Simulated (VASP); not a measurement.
# Ta4N5 (I4/m) in VASP: further runs, part 2 of 2

VASP 6.6.1.

## Step 4: Single point, r2SCAN

This run uses another cell than the first one, of 11.13 Å³/atom.

POSCAR

```
Ta4N5
1.0
   -3.4288879900      3.4288879900      2.1299800476
    3.4288879900     -3.4288879900      2.1299800476
    3.4288879900      3.4288879900     -2.1299800476
Ta N
4 5
Direct
    0.7829935900      0.6055762794      0.3885698694
    0.3944237206      0.7829935900      0.1774173106
    0.6055762794      0.2170064100      0.8225826894
    0.2170064100      0.3944237206      0.6114301306
    0.5000000000      0.5000000000      0.0000000000
    0.9083514574      0.3083174187      0.2166688760
    0.6916825813      0.9083514574      0.6000340387
    0.3083174187      0.0916485426      0.3999659613
    0.0916485426      0.6916825813      0.7833311240
```

INCAR.step1

```
SYSTEM = Ta4N5
  ALGO = Normal
  EDIFF = 1E-4
  ENCUT = 520
  GGA = PE
  ISMEAR = 0
  LASPH = .TRUE.
  LCHARG = .FALSE.
  LREAL = .FALSE.
  LWAVE = .TRUE.
  NBANDS = 44
  NELM = 80
  PREC = Accurate
  SIGMA = 0.1
```

INCAR.step2

```
SYSTEM = Ta4N5
  ALGO = Normal
  EDIFF = 1E-6
  ENCUT = 520
  ISIF = 2
  ISMEAR = 0
  ISTART = 1
  LASPH = .TRUE.
  LCHARG = .FALSE.
  LMIXTAU = .TRUE.
  LREAL = .FALSE.
  LWAVE = .FALSE.
  METAGGA = R2SCAN
  NBANDS = 44
  NELM = 80
  PREC = Accurate
  SIGMA = 0.1
```

KPOINTS

```
k-points
0
G
  10 10 10
  0 0 0
```

Potentials or basis: VASP PAW PBE potentials, release 64 (Ta_pv, N).

Run with:

```console
$ cat potpaw_PBE.64/Ta_pv/POTCAR potpaw_PBE.64/N/POTCAR > POTCAR
$ cp INCAR.step1 INCAR
$ mpirun -np 1 vasp_std > vasp.out
$ cp INCAR.step2 INCAR
$ mpirun -np 1 vasp_std > vasp.out
```

OUTCAR:

```text
SYSTEM = Ta4N5
   EDIFF = 1E-6
   ENCUT = 520
   ISIF = 2
   ISMEAR = 0
   ISTART = 1
   LASPH = .TRUE.
   LREAL = .FALSE.
   METAGGA = R2SCAN
   NELM = 80
   PREC = Accurate

 ion  position               nearest neighbor table
   1  0.783  0.606  0.389-   5 2.07   8 2.14   8 2.14   7 2.17   9 2.20   6 2.21   2 2.93   3 2.93
                             4 2.94   4 2.94   3 3.16   3 3.16   2 3.16   2 3.16   4 3.31
   2  0.394  0.783  0.177-   5 2.07   6 2.14   6 2.14   9 2.17   8 2.20   7 2.21   1 2.93   4 2.93
                             3 2.94   3 2.94   4 3.16   4 3.16   1 3.16   1 3.16   3 3.31
   3  0.606  0.217  0.823-   5 2.07   9 2.14   9 2.14   6 2.17   7 2.20   8 2.21   4 2.93   1 2.93
                             2 2.94   2 2.94   1 3.16   1 3.16   4 3.16   4 3.16   2 3.31
   4  0.217  0.394  0.611-   5 2.07   7 2.14   7 2.14   8 2.17   6 2.20   9 2.21   3 2.93   2 2.93
                             1 2.94   1 2.94   2 3.16   2 3.16   3 3.16   3 3.16   1 3.31
   5  0.500  0.500  0.000-   2 2.07   3 2.07   1 2.07   4 2.07
   6  0.908  0.308  0.217-   2 2.14   2 2.14   3 2.17   4 2.20   1 2.21
   7  0.692  0.908  0.600-   4 2.14   4 2.14   1 2.17   3 2.20   2 2.21
   8  0.308  0.092  0.400-   1 2.14   1 2.14   4 2.17   2 2.20   3 2.21
   9  0.092  0.692  0.783-   3 2.14   3 2.14   2 2.17   1 2.20   4 2.21

  LATTYP: Found a body centered tetragonal cell.
 ALAT       =     6.8577759800
 C/A-ratio  =     0.6211868261

  Lattice vectors:

 A1 = (  -3.4288879900,   3.4288879900,   2.1299800476)
 A2 = (   3.4288879900,  -3.4288879900,   2.1299800476)
 A3 = (   3.4288879900,   3.4288879900,  -2.1299800476)

Analysis of symmetry for initial positions (statically):
=====================================================================
 Subroutine PRICEL returns:
 Original cell was already a primitive cell.

 Routine SETGRP: Setting up the symmetry group for a
 body centered tetragonal supercell.

 Subroutine GETGRP returns: Found  8 space group operations
 (whereof  8 operations were pure point group operations)
 out of a pool of 16 trial point group operations.

The static configuration has the point symmetry C_4h.

Analysis of symmetry for dynamics (positions and initial velocities):
=====================================================================
 Subroutine PRICEL returns:
 Original cell was already a primitive cell.

 Routine SETGRP: Setting up the symmetry group for a
 body centered tetragonal supercell.

 Subroutine GETGRP returns: Found  8 space group operations
 (whereof  8 operations were pure point group operations)
 out of a pool of 16 trial point group operations.

The dynamic configuration has the point symmetry C_4h.

 Subroutine INISYM returns: Found  8 space group operations
 (whereof  8 operations are pure point group operations),
 and found     1 'primitive' translations

----------------------------------------------------------------------------------------

                                     Primitive cell

  volume of cell :     100.1710

  direct lattice vectors                    reciprocal lattice vectors
    -3.428887990  3.428887990  2.129980048     0.000000000  0.145819870  0.234743983
     3.428887990 -3.428887990  2.129980048     0.145819870  0.000000000  0.234743983
     3.428887990  3.428887990 -2.129980048     0.145819870  0.145819870  0.000000000
[... 56 lines left out ...]
  0.100000  0.000000 -0.000000      8.000000
  0.200000  0.000000 -0.000000      8.000000
  0.300000  0.000000 -0.000000      8.000000
  0.400000  0.000000  0.000000      8.000000
  0.500000  0.000000 -0.000000      4.000000
[... 16 lines left out ...]
  0.200000  0.200000 -0.000000      8.000000
  0.300000  0.200000  0.000000      8.000000
 [... further k-points ...]
   k-points           NKPTS =    144   k-points in BZ     NKDIM =    144   number of bands    NBANDS=     44
   number of dos      NEDOS =    301   number of ions     NIONS =      9
   total plane-waves  NPLWV =  64000
   dimension x,y,z NGX =    40 NGY =   40 NGZ =   40
   dimension x,y,z NGXF=    80 NGYF=   80 NGZF=   80
   ions per type =               4   5
   NGX,Y,Z   is equivalent  to a cutoff of  12.56, 12.56, 12.56 a.u.
   NGXF,Y,Z  is equivalent  to a cutoff of  25.11, 25.11, 25.11 a.u.
 SYSTEM =  Ta4N5
   PREC   = accura    normal or accurate (medium, high low for compatibility)
   ISTART =      1    job   : 0-new  1-cont  2-samecut
   ICHARG =      0    charge: 1-file 2-atom 10-const
   ISPIN  =      1    spin polarized calculation?
   LNONCOLLINEAR =      F non collinear calculations
   LSORBIT =      F    spin-orbit coupling
   LASPH  =      T    aspherical Exc in radial PAW
   ENCUT  =  520.0 eV  38.22 Ry    6.18 a.u.   9.85  9.85  9.85*2*pi/ulx,y,z
   NELM   =     80;   NELMIN=  2; NELMDL=  0     # of ELM steps
   EDIFF  = 0.1E-05   stopping-criterion for ELM
   LREAL  =      F    real-space projection
   EDIFFG = 0.1E-04   stopping-criterion for IOM
   NSW    =      0    number of steps for IOM
   IBRION =     -1    ionic relax: 0-MD 1-quasi-New 2-CG
   NFREE  =      0    steps in history (QN), initial steepest desc. (CG)
   ISIF   =      2    stress and relaxation
   ISYM   =      2    0-nonsym 1-usesym 2-fastsym
   POTIM  = 0.5000    time-step for ionic-motion
   TEBEG  =    0.0;   TEEND  =   0.0 temperature during run
   PSTRESS=    0.0 pullay stress
   NELECT =      69.0000    total number of electrons
   NUPDOWN=      -1.0000    fix difference up-down
   EMIN   =  10.00;   EMAX   =-10.00  energy-range for DOS
   EFERMI =   0.00;   METHOD = LEGACY
   ISMEAR =     0;   SIGMA  =   0.10  broadening in eV -4-tet -1-fermi 0-gaus
   EFERMI_NEDOS =   21; number of points for ismear=-14 and -15
   IALGO  =     38    algorithm
   IMIX   =      4    mixing-type and parameters
     AMIX     =   0.40;   BMIX     =  1.00
     AMIX_MAG =   1.60;   BMIX_MAG =  1.00
  volume/ion in A,a.u.               =      11.13        75.11
  Fermi-wavevector in a.u.,A,eV,Ry     =   1.445808  2.732180 28.441067  2.090359
  Thomas-Fermi vector in A             =   2.563948
   LORBIT       =      0    0 simple, 1 ext, 2 COOP (PROOUT), +10 PAW based schemes
   METAGGA = R2SCAN    functional components
   LHFCALC =     F    Hartree Fock is set to
   AEXX    =    0.0000 exact exchange contribution
   IVDW    =     0    specifies the selected vdW correction
   LEPSILON=     F    determine dielectric tensor
   LRPA    =     F    only Hartree local field effects (RPA)
 non-spin polarized calculation
 Gauss-broadening in eV      SIGMA  =   0.10
  energy-cutoff  :      520.00
  volume of cell :      100.17
 maximum number of plane-waves:      2716
   NGX = 19   NGY = 19   NGZ = 19

 number of electron      69.0000002 magnetization

 Free energy of the ion-electron system (eV)
  ---------------------------------------------------
  ext. energy  EPLUGINS =         0.00000000
  ---------------------------------------------------
  free energy    TOTEN  =      -251.44384044 eV

  energy without entropy =     -251.43547581  energy(sigma->0) =     -251.43965812

 E-fermi :   7.7933     XC(G=0): -13.5889

 val. band max:        7.7867923730   @ k =   0.3000   0.3000   0.2000
 cond. band min:       7.8028853399   @ k =  -0.1000   0.4000  -0.0000
 fundamental gap:      0.0160929669
 Fermi energy:         7.7932765588

 k-point     1 :       0.0000    0.0000    0.0000
  band No.  band energies     occupation
      1     -29.7869      2.00000
      2     -29.7701      2.00000
      3     -29.6347      2.00000
      4     -29.6347      2.00000
      5     -29.6141      2.00000
      6     -29.6141      2.00000
[... 1117 lines left out ...]
     43      11.0494      0.00000
     44      11.4937      0.00000

 [... further k-points ...]
[... 5 lines left out ...]
  --------------------------------------------------------------------------------------
  -------------------------------------------------------------------------------------
  Total        1.5829393      1.5829393      1.5604733     -0.0000036     -0.0000000      0.0000000
  in kB       25.3181942     25.3181942     24.9588635     -0.0000580     -0.0000000      0.0000000
  external PRESSURE =      25.1984173 kB  Pullay stress =       0.0000000 kB

 VOLUME and BASIS-vectors are now :
 -----------------------------------------------------------------------------
  energy-cutoff  :      520.00
  volume of cell :      100.17
      direct lattice vectors                 reciprocal lattice vectors
    -3.428887990  3.428887990  2.129980048     0.000000000  0.145819870  0.234743983
     3.428887990 -3.428887990  2.129980048     0.145819870  0.000000000  0.234743983
     3.428887990  3.428887990 -2.129980048     0.145819870  0.145819870  0.000000000

 POSITION                                       TOTAL-FORCE (eV/Angst)
 -----------------------------------------------------------------------------------
      0.72402      1.94071      2.12998         0.012681     -0.014856     -0.000000
      1.94071     -0.72402      2.12998        -0.014856     -0.012681     -0.000000
      1.48818      4.15291     -0.00000         0.014856      0.012681     -0.000000
      2.70487      1.48818      0.00000        -0.012681      0.014856      0.000000
      0.00000      0.00000      2.12998         0.000000     -0.000000     -0.000000
     -1.31452      2.80038      2.12998        -0.028868      0.025374      0.000000
      2.80038      1.31452      2.12998         0.025374      0.028868     -0.000000
      0.62851      2.11437      0.00000        -0.025374     -0.028868      0.000000
      4.74340      0.62851     -0.00000         0.028868     -0.025374      0.000000
 -----------------------------------------------------------------------------------
    total drift:                               -0.000000     -0.000000      0.000000

  FREE ENERGIE OF THE ION-ELECTRON SYSTEM (eV)
  ---------------------------------------------------
  free  energy   TOTEN  =      -251.4438404392 eV

  energy  without entropy=     -251.4354758080  energy(sigma->0) =     -251.43965812
```

Wall time 77 min (1 thread of Oxide Virtual Turin-like, shared host); peak memory 0.55 GiB.

Results:

```yaml
Free_energy: -251.4438 eV
Pressure: 2.5 GPa
Largest_force: 0.038 eV/Å
Band_gap_on_the_k_mesh: zero (an odd number of electrons rules out a gap without spin polarisation)
```

Forces on the atoms (eV/Å):
```
Ta   0.013 -0.015  0.000
Ta  -0.015 -0.013  0.000
Ta   0.015  0.013  0.000
Ta  -0.013  0.015  0.000
N    0.000  0.000  0.000
N   -0.029  0.025  0.000
N    0.025  0.029  0.000
N   -0.025 -0.029  0.000
N    0.029 -0.025  0.000
```

Levels at points of the mesh, in eV from the Fermi level:
| k point | band 32 | band 33 | band 34 | band 35 | band 36 | band 37 | band 38 | band 39 |
| --- | --- | --- | --- | --- | --- | --- | --- | --- |
| (0.00, 0.00, 0.00) | -2.88 | -1.47 | -1.47 | -1.10 | 0.58 | 1.09 | 1.16 | 1.16 |
| (0.50, 0.00, 0.00) | -3.33 | -1.31 | 0.53 | 1.09 | 1.52 | 1.87 | 1.98 | 2.06 |
| (0.50, 0.50, 0.00) | -3.42 | -3.04 | -1.76 | -0.69 | 0.50 | 0.72 | 1.63 | 1.70 |
| (0.50, 0.50, 0.50) | -3.89 | -3.44 | -2.11 | -1.83 | -0.47 | -0.47 | 2.57 | 2.75 |

Caveat: the PAW data sets were made with another functional, which shifts forces and pressure a little; spin-orbit coupling is left out, which moves the levels of the heavy elements.

## Step 5: The runs side by side

| cell | gap on the mesh (eV) | pressure (GPa) | largest force (eV/Å) |
| --- | --- | --- | --- |
| a = 5.308 Å, angles 99.3, 99.3, 132.6°, 9 atoms, atomic positions A | none | 0.5 | 0.03 |
| a = 5.302 Å, angles 99.3, 99.3, 132.6°, 9 atoms, atomic positions B | none | 1.5 | 0.04 |
| a = 5.296 Å, angles 99.3, 99.3, 132.6°, 9 atoms, atomic positions C | none | 2.5 | 0.04 |

Alike in all rows: task single point; level r2SCAN; potentials or basis VASP PAW PBE potentials, release 64 (Ta_pv, N); no spin polarisation; k mesh 10 × 10 × 10; cutoff (eV) 520; smearing gaussian 0.1 eV.

Caveats: the PAW data sets were made with another functional, which shifts forces and pressure a little; spin-orbit coupling is left out, which moves the levels of the heavy elements.

Absolute energies hang on the potentials; compare differences alone.
